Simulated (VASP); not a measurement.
# MgO (P6_3mc) in VASP: a series of runs

Aim: see how the results for MgO move with the level of theory and the settings. Levels: PBE, PBEsol. Tasks: single point.

All numbers are computed with VASP 6.6.1; they aren't measurements. Logs are shortened: lines on timing, memory, paths and dates and some standing lists are left out, and cuts for length are marked.

## Step 1: The cell of the first run

The structure is hexagonal, space group P6_3mc (No. 186). The conventional cell has a = 3.308 Å, b = 3.308 Å, c = 4.983 Å, α = 90.00°, β = 90.00°, γ = 120.00°. Within 2.6 Å of Mg (site symmetry 3m) lie 4 O at 1.97 to 1.99 Å. Within 2.6 Å of O (site symmetry 3m) lie 4 Mg at 1.97 to 1.99 Å.

## Step 2: Single point, PBE

Input file INCAR:

```
PREC = Accurate
ENCUT = 520
EDIFF = 1E-7
ISMEAR = -1
SIGMA = 0.05
LREAL = F
LASPH = T
NELM = 60
ALGO = Normal
ISIF = 2
LWAVE = F
LCHARG = F
GGA = PE
NBANDS = 16
```

Input file KPOINTS:

```
Automatic mesh
0
Gamma
  9 9 6
```

Input file POSCAR:

```
MgO
1.0
    3.3077869865      0.0000000000      0.0000000000
   -1.6538934933      2.8646275606      0.0000000000
    0.0000000000      0.0000000000      4.9828816700
Mg O
2 2
Direct
    0.6666666667      0.3333333333      0.5021597400
    0.3333333333      0.6666666667      0.0021597400
    0.6666666667      0.3333333333      0.9024402600
    0.3333333333      0.6666666667      0.4024402600
```

Potentials or basis: VASP PAW PBE potentials, release 64 (Mg, O).

Run with:

```
$ cat potpaw_PBE.64/Mg/POTCAR potpaw_PBE.64/O/POTCAR > POTCAR
$ mpirun -np 1 vasp_std > vasp.out
```

OUTCAR:

```text
PREC = Accurate
   ENCUT = 520
   EDIFF = 1E-7
   ISMEAR = -1
   LREAL = F
   LASPH = T
   NELM = 60
   ISIF = 2
   GGA = PE

 ion  position               nearest neighbor table
   1  0.667  0.333  0.502-   4 1.97   4 1.97   4 1.97   3 1.99   2 3.14   2 3.14   2 3.14   2 3.14
                             2 3.14   2 3.14
   2  0.333  0.667  0.002-   3 1.97   3 1.97   3 1.97   4 1.99   1 3.14   1 3.14   1 3.14   1 3.14
                             1 3.14   1 3.14
   3  0.667  0.333  0.902-   2 1.97   2 1.97   2 1.97   1 1.99
   4  0.333  0.667  0.402-   1 1.97   1 1.97   1 1.97   2 1.99

  LATTYP: Found a hexagonal cell.
 ALAT       =     3.3077869865
 C/A-ratio  =     1.5064094787

  Lattice vectors:

 A1 = (   3.3077869865,   0.0000000000,   0.0000000000)
 A2 = (  -1.6538934933,   2.8646275606,   0.0000000000)
 A3 = (   0.0000000000,   0.0000000000,   4.9828816700)

Analysis of symmetry for initial positions (statically):
=====================================================================
 Subroutine PRICEL returns:
 Original cell was already a primitive cell.

 Routine SETGRP: Setting up the symmetry group for a
 hexagonal supercell.

 Subroutine GETGRP returns: Found 12 space group operations
 (whereof  6 operations were pure point group operations)
 out of a pool of 24 trial point group operations.

The static configuration has the point symmetry C_3v.
 The point group associated with its full space group is C_6v.

Analysis of symmetry for dynamics (positions and initial velocities):
=====================================================================
 Subroutine PRICEL returns:
 Original cell was already a primitive cell.

 Routine SETGRP: Setting up the symmetry group for a
 hexagonal supercell.

 Subroutine GETGRP returns: Found 12 space group operations
 (whereof  6 operations were pure point group operations)
 out of a pool of 24 trial point group operations.

The dynamic configuration has the point symmetry C_3v.
 The point group associated with its full space group is C_6v.

 Subroutine INISYM returns: Found 12 space group operations
 (whereof  6 operations are pure point group operations),
 and found     1 'primitive' translations

----------------------------------------------------------------------------------------

                                     Primitive cell

  volume of cell :      47.2157

  direct lattice vectors                    reciprocal lattice vectors
     3.307786987  0.000000000  0.000000000     0.302316928  0.174542760  0.000000000
    -1.653893493  2.864627561  0.000000000     0.000000000  0.349085519  0.000000000
     0.000000000  0.000000000  4.982881670     0.000000000  0.000000000  0.200687086

  length of vectors
     3.307786987  3.307786987  4.982881670     0.349085519  0.349085519  0.200687086

  position of ions in fractional coordinates (direct lattice)
     0.666666667  0.333333333  0.502159740
     0.333333333  0.666666667  0.002159740
     0.666666667  0.333333333  0.902440260
     0.333333333  0.666666667  0.402440260

  ion indices of the primitive-cell ions
   primitive index   ion index
                 1           1
                 2           2
                 3           3
                 4           4

----------------------------------------------------------------------------------------

 KPOINTS: Automatic mesh

Automatic generation of k-mesh.
 Grid dimensions read from file:
 generate k-points for:    9    9    6

 Generating k-lattice:

  Cartesian coordinates                     Fractional coordinates (reciprocal lattice)
     0.033590770  0.019393640  0.000000000     0.111111111 -0.000000000  0.000000000
     0.000000000  0.038787280  0.000000000     0.000000000  0.111111111  0.000000000
     0.000000000  0.000000000  0.033447848     0.000000000  0.000000000  0.166666667

  Length of vectors
     0.038787280  0.038787280  0.033447848

  Shift w.r.t. Gamma in fractional coordinates (k-lattice)
     0.000000000  0.000000000  0.000000000

 Subroutine IBZKPT returns following result:
 ===========================================

 Found     48 irreducible k-points:

 Following reciprocal coordinates:
            Coordinates               Weight
  0.000000  0.000000  0.000000      1.000000
  0.111111  0.000000  0.000000      6.000000
  0.222222  0.000000  0.000000      6.000000
  0.333333  0.000000  0.000000      6.000000
  0.444444  0.000000  0.000000      6.000000
  0.111111  0.111111  0.000000      6.000000
[... 16 lines left out ...]
  0.333333  0.222222  0.166667     24.000000
  0.333333  0.333333  0.166667      4.000000
 [... further k-points ...]
   k-points           NKPTS =     48   k-points in BZ     NKDIM =     48   number of bands    NBANDS=     16
   number of dos      NEDOS =    301   number of ions     NIONS =      4
   total plane-waves  NPLWV =  31360
   dimension x,y,z NGX =    28 NGY =   28 NGZ =   40
   dimension x,y,z NGXF=    56 NGYF=   56 NGZF=   80
   ions per type =               2   2
   NGX,Y,Z   is equivalent  to a cutoff of  14.07, 14.07, 13.35 a.u.
   NGXF,Y,Z  is equivalent  to a cutoff of  28.15, 28.15, 26.69 a.u.
 SYSTEM =  unknown system
   PREC   = accura    normal or accurate (medium, high low for compatibility)
   ISTART =      0    job   : 0-new  1-cont  2-samecut
   ICHARG =      2    charge: 1-file 2-atom 10-const
   ISPIN  =      1    spin polarized calculation?
   LNONCOLLINEAR =      F non collinear calculations
   LSORBIT =      F    spin-orbit coupling
   LASPH  =      T    aspherical Exc in radial PAW
   ENCUT  =  520.0 eV  38.22 Ry    6.18 a.u.   6.15  6.15  9.26*2*pi/ulx,y,z
   NELM   =     60;   NELMIN=  2; NELMDL= -5     # of ELM steps
   EDIFF  = 0.1E-06   stopping-criterion for ELM
   LREAL  =      F    real-space projection
   EDIFFG = 0.1E-05   stopping-criterion for IOM
   NSW    =      0    number of steps for IOM
   IBRION =     -1    ionic relax: 0-MD 1-quasi-New 2-CG
   NFREE  =      0    steps in history (QN), initial steepest desc. (CG)
   ISIF   =      2    stress and relaxation
   ISYM   =      2    0-nonsym 1-usesym 2-fastsym
   POTIM  = 0.5000    time-step for ionic-motion
   TEBEG  =    0.0;   TEEND  =   0.0 temperature during run
   PSTRESS=    0.0 pullay stress
   NELECT =      16.0000    total number of electrons
   NUPDOWN=      -1.0000    fix difference up-down
   EMIN   =  10.00;   EMAX   =-10.00  energy-range for DOS
   EFERMI =   0.00;   METHOD = LEGACY
   ISMEAR =    -1;   SIGMA  =   0.05  broadening in eV -4-tet -1-fermi 0-gaus
   EFERMI_NEDOS =   21; number of points for ismear=-14 and -15
   IALGO  =     38    algorithm
   IMIX   =      4    mixing-type and parameters
     AMIX     =   0.40;   BMIX     =  1.00
     AMIX_MAG =   1.60;   BMIX_MAG =  1.00
  volume/ion in A,a.u.               =      11.80        79.66
  Fermi-wavevector in a.u.,A,eV,Ry     =   1.141351  2.156842 17.724080  1.302683
  Thomas-Fermi vector in A             =   2.278052
   LORBIT       =      0    0 simple, 1 ext, 2 COOP (PROOUT), +10 PAW based schemes
   GGA     = PE    functional components
   LHFCALC =     F    Hartree Fock is set to
   AEXX    =    0.0000 exact exchange contribution
   IVDW    =     0    specifies the selected vdW correction
   LEPSILON=     F    determine dielectric tensor
   LRPA    =     F    only Hartree local field effects (RPA)
 non-spin polarized calculation
  energy-cutoff  :      520.00
  volume of cell :       47.22
 maximum number of plane-waves:      1303
 NGX is ok and might be reduce to    28
   NGX = 13   NGY = 13   NGZ = 19

 number of electron      15.9999997 magnetization

 Free energy of the ion-electron system (eV)
  ---------------------------------------------------
  ext. energy  EPLUGINS =         0.00000000
  ---------------------------------------------------
  free energy    TOTEN  =       -23.52007440 eV

  energy without entropy =      -23.52007440  energy(sigma->0) =      -23.52007440

 E-fermi :   2.1582     XC(G=0):  -9.7437

 val. band max:        1.1580206041   @ k =   0.0000   0.0000   0.0000
 cond. band min:       4.6211897155   @ k =   0.0000   0.0000   0.0000
 fundamental gap:      3.4631691114
 Fermi energy:         2.1581842000

 k-point     1 :       0.0000    0.0000    0.0000
  band No.  band energies     occupation
      1     -15.1163      2.00000
      2     -14.3053      2.00000
      3      -2.1260      2.00000
      4       0.3691      2.00000
      5       0.3691      2.00000
      6       0.7106      2.00000
[... 8 lines left out ...]
     15      17.5973      0.00000
     16      17.5973      0.00000

 k-point     2 :       0.1111    0.0000    0.0000
  band No.  band energies     occupation
      1     -15.0548      2.00000
      2     -14.2852      2.00000
      3      -2.0070      2.00000
      4       0.0692      2.00000
      5       0.2878      2.00000
      6       0.3445      2.00000
[... 8 lines left out ...]
     15      17.3005      0.00000
     16      17.5458      0.00000

 k-point     3 :       0.2222    0.0000    0.0000
  band No.  band energies     occupation
      1     -14.8900      2.00000
      2     -14.2404      2.00000
      3      -1.6715      2.00000
      4      -0.7208      2.00000
      5      -0.2113      2.00000
      6       0.1162      2.00000
[... 8 lines left out ...]
     15      16.2065      0.00000
     16      16.5756      0.00000

 k-point     4 :       0.3333    0.0000    0.0000
  band No.  band energies     occupation
      1     -14.6762      2.00000
      2     -14.2083      2.00000
      3      -1.4827      2.00000
      4      -1.1755      2.00000
      5      -0.6991      2.00000
      6      -0.0494      2.00000
[... 8 lines left out ...]
     15      15.5438      0.00000
     16      16.7375      0.00000
[... 324 lines left out ...]
 k-point    22 :       0.2222    0.2222    0.1667
  band No.  band energies     occupation
      1     -14.5447      2.00000
      2     -14.2279      2.00000
      3      -1.4973      2.00000
      4      -1.3517      2.00000
      5      -0.3627      2.00000
      6      -0.3283      2.00000
[... 8 lines left out ...]
     15      14.9914      0.00000
     16      17.5701      0.00000

 k-point    23 :       0.3333    0.2222    0.1667
  band No.  band energies     occupation
      1     -14.3999      2.00000
      2     -14.2441      2.00000
      3      -1.6967      2.00000
      4      -1.1716      2.00000
      5      -0.7472      2.00000
      6      -0.1015      2.00000
[... 8 lines left out ...]
     15      14.7241      0.00000
     16      17.5609      0.00000

 k-point    24 :       0.3333    0.3333    0.1667
  band No.  band energies     occupation
      1     -14.2998      2.00000
      2     -14.2998      2.00000
      3      -1.5428      2.00000
      4      -1.0564      2.00000
      5      -1.0564      2.00000
      6      -0.2635      2.00000
[... 8 lines left out ...]
     15      14.5984      0.00000
     16      18.4342      0.00000

 [... further k-points ...]

------------------------ aborting loop because EDIFF is reached ----------------------------------------

  FORCE on cell =-STRESS in cart. coord.  units (eV):
  Direction    XX          YY          ZZ          XY          YZ          ZX
  --------------------------------------------------------------------------------------
  -------------------------------------------------------------------------------------
  Total        0.8507568      0.8507568      0.9178398     -0.0000000      0.0000000      0.0000000
  in kB       28.8688671     28.8688671     31.1452035     -0.0000000      0.0000000      0.0000000
  external PRESSURE =      29.6276459 kB  Pullay stress =       0.0000000 kB

 VOLUME and BASIS-vectors are now :
 -----------------------------------------------------------------------------
  energy-cutoff  :      520.00
  volume of cell :       47.22
      direct lattice vectors                 reciprocal lattice vectors
     3.307786987  0.000000000  0.000000000     0.302316928  0.174542760  0.000000000
    -1.653893493  2.864627561  0.000000000     0.000000000  0.349085519  0.000000000
     0.000000000  0.000000000  4.982881670     0.000000000  0.000000000  0.200687086

 POSITION                                       TOTAL-FORCE (eV/Angst)
 -----------------------------------------------------------------------------------
      1.65389      0.95488      2.50220        -0.000000     -0.000000      0.008232
     -0.00000      1.90975      0.01076         0.000000      0.000000      0.008232
      1.65389      0.95488      4.49675        -0.000000      0.000000     -0.008232
     -0.00000      1.90975      2.00531         0.000000     -0.000000     -0.008232
 -----------------------------------------------------------------------------------
    total drift:                               -0.000000     -0.000000      0.000821

  FREE ENERGIE OF THE ION-ELECTRON SYSTEM (eV)
  ---------------------------------------------------
  free  energy   TOTEN  =       -23.5200744018 eV

  energy  without entropy=      -23.5200744017  energy(sigma->0) =      -23.52007440
```

Wall time 20 s (1 thread of Intel Xeon Platinum 8488C (Sapphire Rapids), shared host); peak memory 0.19 GiB.

What came out:

| Property | Result |
| --- | --- |
| Free energy | -23.5201 eV |
| Pressure | 3.0 GPa |
| Largest force | 0.008 eV/Å |
| Band gap on the k mesh | 3.46 eV, direct |

Forces in eV/Å, atoms in the order of the input:
```
Mg   0.000  0.000  0.008
Mg   0.000  0.000  0.008
O    0.000  0.000 -0.008
O    0.000  0.000 -0.008
```

Levels at points of the mesh, in eV from the valence-band top:
| k point | band 4 | band 5 | band 6 | band 7 | band 8 | band 9 | band 10 | band 11 | band 12 | band 13 |
| --- | --- | --- | --- | --- | --- | --- | --- | --- | --- | --- |
| (0.00, 0.00, 0.00) | -0.79 | -0.79 | -0.45 | -0.45 | 0.00 | 3.46 | 8.51 | 10.34 | 14.08 | 14.08 |
| (0.00, 0.00, 0.50) | -2.03 | -0.62 | -0.62 | -0.62 | -0.62 | 5.98 | 5.98 | 13.22 | 13.22 | 14.56 |

A k mesh can miss the band edges. As with any semilocal functional, this PBE gap is likely too small.

## Step 3: Single point, PBEsol

Input file INCAR:

```
SYSTEM = MgO
PREC = Accurate
ENCUT = 520
EDIFF = 1E-7
ISMEAR = -1
SIGMA = 0.05
LREAL = .FALSE.
LASPH = .TRUE.
NELM = 60
ALGO = Normal
ISIF = 2
LWAVE = .FALSE.
LCHARG = .FALSE.
GGA = PS
NBANDS = 16
```

Input file KPOINTS:

```
Automatic mesh
0
G
  9 9 6
  0 0 0
```

POSCAR is that of step 2.

Potentials or basis: VASP PAW PBE potentials, release 64 (Mg, O).

Run with:

```
$ cat potpaw_PBE.64/Mg/POTCAR potpaw_PBE.64/O/POTCAR > POTCAR
$ mpirun -np 1 vasp_std > vasp.out
```

It took 20 s on 1 thread of Intel Xeon Platinum 8488C (Sapphire Rapids), shared host; peak memory 0.19 GiB.

It converged, with:

```
Free energy            : -24.5502 eV
Pressure               : 0.1 GPa
Largest force          : 0.009 eV/Å
Band gap on the k mesh : 3.34 eV, direct
```

Forces on the atoms (eV/Å):
```
Mg   0.000  0.000  0.009
Mg   0.000  0.000  0.009
O    0.000  0.000 -0.009
O    0.000  0.000 -0.009
```

Levels at points of the mesh, in eV from the valence-band top:
| k point | band 6 | band 7 | band 8 | band 9 | band 10 | band 11 |
| --- | --- | --- | --- | --- | --- | --- |
| (0.00, 0.00, 0.00) | -0.45 | -0.45 | 0.00 | 3.34 | 8.40 | 10.22 |
| (0.00, 0.00, 0.50) | -0.63 | -0.63 | -0.63 | 5.88 | 5.88 | 13.09 |

Caveat: the PAW data sets were made with another functional, which shifts forces and pressure a little.
